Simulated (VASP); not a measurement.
A run of VASP 6.6.1 is set up as follows.

Contents of INCAR:

```
PREC = Accurate ; ENCUT = 410
EDIFF = 1E-6 ; ISMEAR = -1
SIGMA = 0.0758 ; LREAL = Auto
LASPH = True ; NELM = 120
ALGO = Normal ; ISIF = 2
LWAVE = False ; LCHARG = False
GGA = PE ; ISYM = -1
NBANDS = 132 ; GGA_COMPAT = False
```

File KPOINTS:

```
explicit points
1
Reciprocal
  0.25000000   0.25000000   0.25000000 1
```

File POSCAR:

```
Y4GeS3
1.0
    8.5505600000      0.0456240000     -0.3655510000
    0.0456240000      8.2896210000      0.2444080000
   -0.3655510000      0.2444080000      8.5078260000
Y Ge S
12 3 9
Direct
    0.4028905967      0.3904812194      0.5959183141
    0.8651791854      0.4094078141      0.8122706754
    0.2898999132      0.9271755061      0.5410299990
    0.8508610668      0.1452830828      0.5088893175
    0.0571673166      0.5701441218      0.4258662301
    0.4010384091      0.0357347978      0.1821834533
    0.1097657192      0.8589877491      0.8491259096
    0.6618717948      0.6079135654      0.1664581478
    0.6538260099      0.7766817641      0.5289490541
    0.9994541296      0.9390086023      0.1888623771
    0.2795619945      0.4712411487      0.0670098401
    0.6068770304     -0.0473364864      0.8701980884
    0.3587336774      0.7154536132      0.2851741288
    0.1766082376      0.2485738546      0.3174420680
    0.7407975708      0.4649995024      0.4774770540
    0.8850882363      0.0703047351      0.8435776484
    0.5807112408      0.3523217717     -0.0034177573
    0.9823682469      0.8514036744      0.5069746168
    0.4485018416      0.7009458559      0.7551719466
    0.9841583656      0.6180563183      0.0667577318
    0.2917352498      0.0792839968      0.8486039171
    0.1409724294      0.4949655194      0.7351956986
    0.5474902945      0.0828167002      0.5535589892
    0.6950822759      0.9550223656      0.2299888261
```

Potentials or basis: VASP PAW PBE potentials, release 64 (Y_sv, Ge_d, S).

Run with:

```console
$ cat potpaw_PBE.64/Y_sv/POTCAR potpaw_PBE.64/Ge_d/POTCAR potpaw_PBE.64/S/POTCAR > POTCAR
$ mpirun -np 1 vasp_std > vasp.out
```

(1) Estimate the pressure.

(2) Predict the largest force.

Answers

(1) -0.4 GPa.

(2) 2.943 eV/Å.

Caveat: the atoms stand as in a frame of molecular dynamics.
